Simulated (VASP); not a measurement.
Crystal: Cu.

```xyz
1
Lattice="0.0000 1.8085 1.8085 1.8085 0.0000 1.8085 1.8085 1.8085 0.0000" Properties=species:S:1:pos:R:3 pbc="T T T"
Cu    0.0000    0.0000    0.0000
```

Base run:

```yaml
Program: VASP 6.6.1
Functional: PBEsol
Potentials_or_basis: VASP PAW PBE potentials, release 64 (Cu)
Cutoff: 520 eV
k_mesh: 12 × 12 × 12
Occupations: fermi-dirac, width 0.06 eV
Spin: no spin polarisation
```

Its results: pressure -6.1 GPa.

Question: The run is repeated on the same cell with these changes: functional from PBEsol to PBE. What comes out?

Answer: Pressure 2.0 GPa.

PBE binds less tightly than PBEsol, so the same cell stands under more pressure.

Caveats: the PAW data sets were made with another functional, which shifts forces and pressure a little (some runs).
